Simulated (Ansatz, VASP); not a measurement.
One calculation of BN, two programs

POSCAR

```
BN
1.0
    2.4923369244      0.0202024772      0.0660414950
   -1.2286726038      2.1613435666      0.0591298991
    0.1756857285      0.2830657620      6.6737545003
B N
2 2
Direct
    0.2879044412      0.6439298037      0.2589216846
    0.6666560816      0.2910600295      0.7336012169
    0.3109406553      0.6277044758      0.7436275034
    0.7344988218      0.4373056910      0.2638495951
```

The input INCAR.step1:

```
SYSTEM = BN
PREC = Accurate
ENCUT = 520
ISMEAR = 0
SIGMA = 0.05
LREAL = .False.
LASPH = .True.
NELM = 100
NBANDS = 16
GGA = PE
ALGO = Normal
EDIFF = 1E-4
LWAVE = .True.
LCHARG = .False.
```

File INCAR.step2:

```
SYSTEM = BN
PREC = Accurate
ENCUT = 520
EDIFF = 1E-6
ISMEAR = 0
SIGMA = 0.05
LREAL = .False.
LASPH = .True.
NELM = 100
ALGO = Normal
ISIF = 2
LWAVE = .False.
LCHARG = .False.
METAGGA = R2SCAN
LMIXTAU = .True.
NBANDS = 16
ISTART = 1
```

File KPOINTS:

```
regular mesh
0
Gamma
  12 12 4
  0 0 0
```

Input for Ansatz:

```yaml
crystal:
  lattice:
    - [2.4923369244, 0.0202024772, 0.066041495]
    - [-1.2286726038, 2.1613435666, 0.0591298991]
    - [0.1756857285, 0.283065762, 6.6737545003]
  atoms:
    - { symbol: B, position: [0.2879044412, 0.6439298037, 0.2589216846] }
    - { symbol: B, position: [0.6666560816, 0.2910600295, 0.7336012169] }
    - { symbol: "N", position: [0.3109406553, 0.6277044758, 0.7436275034] }
    - { symbol: "N", position: [0.7344988218, 0.437305691, 0.2638495951] }
basis:
  ecutwfc: 500
kpoints:
  mp_grid: { grid: [12, 12, 4] }
hamiltonian:
  xc: r2scan
scf:
  occupations: { method: gaussian, width: 0.05 }
output:
  forces: true
  stress: true
  eigenvalues: true
```

Change from the starting cell: all atoms moved at random (sigma 0.1 Å a component), cell strained at random (sigma 0.03).

Alike in both runs: task single point; functional r2SCAN; k mesh 12 × 12 × 4; occupations gaussian, width 0.05 eV; no spin polarisation.

|  | VASP | Ansatz |
| --- | --- | --- |
| version | VASP 6.6.1 | Ansatz 0.2.0 |
| potentials or method | VASP PAW PBE potentials, release 64 (B, N), cutoff 520 eV | scalar-relativistic, plane waves, PAW |
| valence electrons in the cell | 16 | 16 |

|  | VASP | Ansatz | Ansatz less VASP |
| --- | --- | --- | --- |
| gap on the k mesh at the Fermi level (eV) | 2.17 | 2.14 | -0.033 |
| least direct gap on the mesh (eV) | 3.82 | 3.82 | +0.008 |
| pressure (GPa) | 17.3 | 17.0 | -0.23 |
| traceless stress, the component that is largest in VASP (GPa) | 25.81 | 25.51 | -0.302 |
| rms of the force components (eV/Å) | 5.380 | 5.385 | +0.0051 |

VASP's potentials were made for PBE, not for r2SCAN. Atom by atom the forces differ by 0.024 eV/Å (rms over components). With one functional, cell and mesh, what is left measures potentials, basis and numerics.
